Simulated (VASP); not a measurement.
# Si5N (Cm) in VASP: notebook

Si5N is run at these levels: PBE; tasks: single point.

Program: VASP 6.6.1. These are calculated values, not measurements. Logs are shortened: lines on timing, memory, paths and dates and some standing lists are left out, and cuts for length are marked.

### 1 The cell of the first run

It takes space group Cm (No. 8, monoclinic). The conventional cell has a = 6.792 Å, b = 3.616 Å, c = 8.797 Å, α = 90.00°, β = 102.09°, γ = 90.00°. Within 3.1 Å of Si (site symmetry m) lie 5 Si at 2.31 to 3.10 Å. Within 3.1 Å of Si (site symmetry m) lie 4 Si at 2.32 to 2.37 Å. Within 3.1 Å of Si (site symmetry m) lie 4 Si at 2.32 to 2.38 Å. Si (site symmetry m) has 2 N at 1.92 Å and 1 Si at 2.38 Å within 2.5 Å. Within 2.4 Å of Si (site symmetry m) lie 1 N at 1.80 Å and 3 Si at 2.31 to 2.34 Å. Within 2.4 Å of N (site symmetry m) lie 3 Si at 1.80 to 1.92 Å.

### 2 Single point, PBE

The input, INCAR:

```
PREC     = Accurate       # precision mode
ENCUT    = 520            # plane-wave cutoff, eV
EDIFF    = 1E-7           # SCF threshold, eV
ISMEAR   = 0              # smearing method
SIGMA    = 0.1            # smearing width, eV
LREAL    = F              # projectors in reciprocal space
LASPH    = T              # aspherical terms in the spheres
NELM     = 60             # most SCF steps
ALGO     = Normal         # electronic algorithm
ISIF     = 2              # what is computed and relaxed
LWAVE    = F              # write WAVECAR
LCHARG   = T              # write CHGCAR
GGA      = PE             # functional
LELF     = T              # ELF
LVHAR    = T            
NBANDS   = 22             # bands
```

The input, KPOINTS:

```
regular mesh
0
Gamma
  10 10 4
```

The input, POSCAR:

```
Si5N
1.0
    3.3956748628     -1.8082414676     -0.0276342906
    3.3956748628      1.8082414676     -0.0276342906
   -1.7726503915      0.0000000000      8.6163621342
Si N
5 1
Direct
    0.3710045368      0.3710045368      0.6915857106
    0.2974385566      0.2974385566      0.4160944656
    0.5963917143      0.5963917143      0.3202377180
    0.5538920611      0.5538920611      0.0450937143
    0.0720915546      0.0720915546      0.7841957339
    0.1089555649      0.1089555649      0.9927926577
```

Potentials or basis: VASP PAW PBE potentials, release 64 (Si, N).

Launch:

```sh
$ cat potpaw_PBE.64/Si/POTCAR potpaw_PBE.64/N/POTCAR > POTCAR
$ mpirun -np 1 vasp_std > vasp.out
```

OUTCAR:

```text
PREC = Accurate
   ENCUT = 520
   EDIFF = 1E-7
   ISMEAR = 0
   LREAL = F
   LASPH = T
   NELM = 60
   ISIF = 2
   GGA = PE

 ion  position               nearest neighbor table
   1  0.371  0.371  0.692-   5 2.31   5 2.31   5 2.34   2 2.37   4 3.10
   2  0.297  0.297  0.416-   3 2.32   3 2.32   3 2.36   1 2.37
   3  0.596  0.596  0.320-   2 2.32   2 2.32   2 2.36   4 2.38
   4  0.554  0.554  0.045-   6 1.92   6 1.92   3 2.38   5 2.94   5 2.94   1 3.10
   5  0.072  0.072  0.784-   6 1.80   1 2.31   1 2.31   1 2.34   4 2.94   4 2.94
   6  0.109  0.109  0.993-   5 1.80   4 1.92   4 1.92

  LATTYP: Found a base centered monoclinic cell.
 ALAT       =     6.7915746121
 B/A-ratio  =     0.5324955024
 C/A-ratio  =     1.2952543856
 COS(beta)  =    -0.2094746431

  Lattice vectors:

 A1 = (   3.3956748628,  -1.8082414676,  -0.0276342906)
 A2 = (   3.3956748628,   1.8082414676,  -0.0276342906)
 A3 = (  -1.7726503915,   0.0000000000,   8.6163621342)

Analysis of symmetry for initial positions (statically):
=====================================================================
 Subroutine PRICEL returns:
 Original cell was already a primitive cell.

 Routine SETGRP: Setting up the symmetry group for a
 base centered monoclinic supercell.

 Subroutine GETGRP returns: Found  2 space group operations
 (whereof  2 operations were pure point group operations)
 out of a pool of  4 trial point group operations.

The static configuration has the point symmetry C_1h.

Analysis of symmetry for dynamics (positions and initial velocities):
=====================================================================
 Subroutine PRICEL returns:
 Original cell was already a primitive cell.

 Routine SETGRP: Setting up the symmetry group for a
 base centered monoclinic supercell.

 Subroutine GETGRP returns: Found  2 space group operations
 (whereof  2 operations were pure point group operations)
 out of a pool of  4 trial point group operations.

The dynamic configuration has the point symmetry C_1h.

 Subroutine INISYM returns: Found  2 space group operations
 (whereof  2 operations are pure point group operations),
 and found     1 'primitive' translations

----------------------------------------------------------------------------------------

                                     Primitive cell

  volume of cell :     105.6352

[... 93 lines left out ...]
   LASPH  =      T    aspherical Exc in radial PAW
   ENCUT  =  520.0 eV  38.22 Ry    6.18 a.u.   7.15  7.15 16.36*2*pi/ulx,y,z
   NELM   =     60;   NELMIN=  2; NELMDL= -5     # of ELM steps
   EDIFF  = 0.1E-06   stopping-criterion for ELM
   LREAL  =      F    real-space projection
   EDIFFG = 0.1E-05   stopping-criterion for IOM
   NSW    =      0    number of steps for IOM
   IBRION =     -1    ionic relax: 0-MD 1-quasi-New 2-CG
   NFREE  =      0    steps in history (QN), initial steepest desc. (CG)
   ISIF   =      2    stress and relaxation
   ISYM   =      2    0-nonsym 1-usesym 2-fastsym
   POTIM  = 0.5000    time-step for ionic-motion
   TEBEG  =    0.0;   TEEND  =   0.0 temperature during run
   PSTRESS=    0.0 pullay stress
   NELECT =      25.0000    total number of electrons
   NUPDOWN=      -1.0000    fix difference up-down
   EMIN   =  10.00;   EMAX   =-10.00  energy-range for DOS
   EFERMI =   0.00;   METHOD = LEGACY
   ISMEAR =     0;   SIGMA  =   0.10  broadening in eV -4-tet -1-fermi 0-gaus
   EFERMI_NEDOS =   21; number of points for ismear=-14 and -15
   IALGO  =     38    algorithm
   IMIX   =      4    mixing-type and parameters
     AMIX     =   0.40;   BMIX     =  1.00
     AMIX_MAG =   1.60;   BMIX_MAG =  1.00
  volume/ion in A,a.u.               =      17.61       118.81
  Fermi-wavevector in a.u.,A,eV,Ry     =   1.012633  1.913598 13.951752  1.025425
  Thomas-Fermi vector in A             =   2.145754
   LORBIT       =      0    0 simple, 1 ext, 2 COOP (PROOUT), +10 PAW based schemes
   GGA     = PE    functional components
   LHFCALC =     F    Hartree Fock is set to
   AEXX    =    0.0000 exact exchange contribution
   IVDW    =     0    specifies the selected vdW correction
   LEPSILON=     F    determine dielectric tensor
   LRPA    =     F    only Hartree local field effects (RPA)
 non-spin polarized calculation
 Gauss-broadening in eV      SIGMA  =   0.10
  energy-cutoff  :      520.00
  volume of cell :      105.64
 maximum number of plane-waves:      2872
 NGX is ok and might be reduce to    30
   NGX = 15   NGY = 15   NGZ = 33

 number of electron      24.9999999 magnetization

 Free energy of the ion-electron system (eV)
  ---------------------------------------------------
  ext. energy  EPLUGINS =         0.00000000
  ---------------------------------------------------
  free energy    TOTEN  =       -34.51419070 eV

  energy without entropy =      -34.50569369  energy(sigma->0) =      -34.50994219

 E-fermi :   6.2177     XC(G=0):  -9.6506

 val. band max:        6.2002306363   @ k =   0.3000   0.0000  -0.0000
 cond. band min:       6.2177329533   @ k =  -0.1000   0.3000   0.2500
 fundamental gap:      0.0175023170
 Fermi energy:         6.2176985009

 k-point     1 :       0.0000    0.0000    0.0000
  band No.  band energies     occupation
      1     -10.4118      2.00000
      2      -5.4833      2.00000
      3      -4.7698      2.00000
      4      -0.7133      2.00000
      5       0.3333      2.00000
      6       0.3668      2.00000
[... 589 lines left out ...]
     21      12.2198      0.00000
     22      12.7632      0.00000

 [... further k-points ...]
[... 5 lines left out ...]
  --------------------------------------------------------------------------------------
  -------------------------------------------------------------------------------------
  Total       -0.0463908     -0.0417019     -0.0679361      0.0000000      0.0000000     -0.0000807
  in kB       -0.7036130     -0.6324958     -1.0303915      0.0000000      0.0000000     -0.0012247
  external PRESSURE =      -0.7888334 kB  Pullay stress =       0.0000000 kB

 VOLUME and BASIS-vectors are now :
 -----------------------------------------------------------------------------
  energy-cutoff  :      520.00
  volume of cell :      105.64
      direct lattice vectors                 reciprocal lattice vectors
     3.395674863 -1.808241468 -0.027634291     0.147493076 -0.276511743  0.030343857
     3.395674863  1.808241468 -0.027634291     0.147493076  0.276511743  0.030343857
    -1.772650392  0.000000000  8.616362134     0.000946076  0.000000000  0.116252897

 POSITION                                       TOTAL-FORCE (eV/Angst)
 -----------------------------------------------------------------------------------
      1.29368      0.00000      5.93845         0.001695      0.000000     -0.000108
      1.28242      0.00000      3.56878        -0.000895      0.000000     -0.000904
      3.48264      0.00000      2.72632         0.002331      0.000000      0.001820
      3.68174      0.00000      0.35793        -0.004710      0.000000      0.015518
     -0.90051      0.00000      6.75293        -0.001753      0.000000     -0.007866
     -1.01992      0.00000      8.54824         0.003332      0.000000     -0.008459
 -----------------------------------------------------------------------------------
    total drift:                                0.000087     -0.000000      0.000042

  FREE ENERGIE OF THE ION-ELECTRON SYSTEM (eV)
  ---------------------------------------------------
  free  energy   TOTEN  =       -34.5141906991 eV

  energy  without entropy=      -34.5056936907  energy(sigma->0) =      -34.50994219
```

Wall time 4 min (1 thread of Intel Xeon Platinum 8488C (Sapphire Rapids), shared host); peak memory 0.37 GiB.

Results:

```yaml
Free_energy: -34.5142 eV
Pressure: -0.1 GPa
Largest_force: 0.016 eV/Å
```

Forces in eV/Å, atoms in the order of the input:
```
Si   0.002  0.000  0.000
Si  -0.001  0.000 -0.001
Si   0.002  0.000  0.002
Si  -0.005  0.000  0.016
Si  -0.002  0.000 -0.008
N    0.003  0.000 -0.008
```

Levels at points of the mesh, in eV from the Fermi level:
| k point | band 11 | band 12 | band 13 | band 14 | band 15 | band 16 |
| --- | --- | --- | --- | --- | --- | --- |
| (0.00, 0.00, 0.00) | -0.74 | -0.54 | 0.22 | 1.71 | 1.94 | 2.97 |
| (0.50, 0.00, 0.00) | -2.71 | -1.64 | -0.41 | 0.75 | 1.12 | 2.06 |
| (0.50, 0.50, 0.00) | -1.82 | -1.23 | -0.94 | 1.14 | 1.98 | 2.20 |
| (0.00, 0.00, 0.50) | -0.47 | -0.40 | 0.00 | 1.62 | 1.95 | 2.36 |
| (0.50, 0.00, 0.50) | -2.14 | -1.87 | -0.57 | 1.06 | 1.19 | 2.33 |
| (0.50, 0.50, 0.50) | -1.99 | -1.24 | -0.98 | 1.26 | 1.73 | 2.36 |

### 3 Single point, PBE

This run uses another cell than the first one, of 16.71 Å³/atom, 0.949 times its volume.

The input, INCAR:

```
SYSTEM = Si5N
PREC = Accurate ; ENCUT = 520
EDIFF = 1E-7 ; ISMEAR = 0
SIGMA = 0.1 ; LREAL = .FALSE.
LASPH = .TRUE. ; NELM = 100
ALGO = Normal ; ISIF = 2
LWAVE = .FALSE. ; LCHARG = .FALSE.
GGA = PE ; NBANDS = 22
```

The input, KPOINTS:

```
Automatic mesh
0
G
  8 8 8
  0 0 0
```

The input, POSCAR:

```
Si5N
1.0
    3.6236966254     -3.0972954776      0.0090980409
    3.6236966254      3.0972954776      0.0090980409
   -0.3342986077      0.0000000000      4.4648926552
Si N
5 1
Direct
    0.4528287314      0.9703288691      0.0700355864
    0.9703288691      0.4528287314      0.0700355864
    0.1619337956      0.7836421011      0.3948472753
    0.7836421011      0.1619337956      0.3948472753
    0.5085758786      0.5085758786      0.7500243936
    0.2836085942      0.2836085942      0.8965475431
```

Potentials or basis: VASP PAW PBE potentials, release 64 (Si, N).

Launch:

```sh
$ cat potpaw_PBE.64/Si/POTCAR potpaw_PBE.64/N/POTCAR > POTCAR
$ mpirun -np 1 vasp_std > vasp.out
```

Wall time 2.9 min (1 thread of Intel Xeon Platinum 8488C (Sapphire Rapids), shared host); peak memory 0.38 GiB.

The run converged. Its results:

```
Free energy   : -34.8126 eV
Pressure      : -0.1 GPa
Largest force : 0.012 eV/Å
```

Forces on the atoms (eV/Å):
```
Si  -0.004  0.012  0.002
Si  -0.004 -0.012  0.002
Si   0.001  0.002 -0.006
Si   0.001 -0.002 -0.006
Si   0.000  0.000 -0.001
N    0.006  0.000  0.010
```

Levels at points of the mesh, in eV from the Fermi level:
```tsv
k point	band 9	band 10	band 11	band 12	band 13	band 14	band 15	band 16
(0.00, 0.00, 0.00)	-3.84	-2.22	-1.94	-1.42	0.09	0.87	1.69	2.30
(0.50, 0.00, 0.00)	-3.78	-2.91	-2.19	-1.40	-0.45	1.08	1.86	3.05
(0.50, 0.50, 0.00)	-2.62	-2.52	-1.91	-1.12	-0.02	0.55	1.18	3.03
(0.00, 0.00, 0.50)	-3.81	-3.47	-2.16	-1.48	0.23	0.64	1.44	1.88
(0.50, 0.00, 0.50)	-3.52	-2.86	-2.04	-1.52	-0.82	0.94	2.52	3.72
(0.50, 0.50, 0.50)	-3.08	-2.94	-1.00	0.23	0.78	2.63	3.65	3.74
```
